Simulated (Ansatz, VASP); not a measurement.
Two plane-wave programs on Te2Mo

```
Te Mo
1.0
     3.56350    0.00000    0.00000
    -1.78175    3.08608    0.00000
     0.00000    0.00000   14.72703
Te Mo
4 2
Direct
  0.33333 0.66667 0.62849
  0.66667 0.33333 0.12849
  0.33333 0.66667 0.87151
  0.66667 0.33333 0.37151
  0.33333 0.66667 0.25000
  0.66667 0.33333 0.75000
```

Alike in both runs: functional r2SCAN; k mesh 9 × 9 × 2; occupations gaussian, width 0.02 eV; no spin polarisation.

Ansatz relaxed the structure, and its values are those at the end. VASP's run is a single point on that final structure, the one shown.

|  | VASP | Ansatz |
| --- | --- | --- |
| version | VASP 6.6.1 | Ansatz 0.2.0 |
| potentials or method | VASP PAW PBE potentials, release 64 (Te, Mo_sv), cutoff 520 eV | scalar-relativistic, plane waves, PAW |
| valence electrons in the cell | 52 | 92 |

```tsv
	VASP	Ansatz	Ansatz less VASP
gap on the k mesh at the Fermi level (eV)	1.05	1.06	+0.009
least direct gap on the mesh (eV)	1.06	1.06	-0.002
pressure (GPa)	0.1	0.0	-0.11
rms of the force components (eV/Å)	0.013	0.001	-0.0122
```

VASP's potentials were made for PBE, not for r2SCAN. VASP's potentials hold 52 valence electrons a cell and Ansatz's 92, so a difference there can come from the potentials and not from the codes.

Spin-orbit coupling is off throughout.
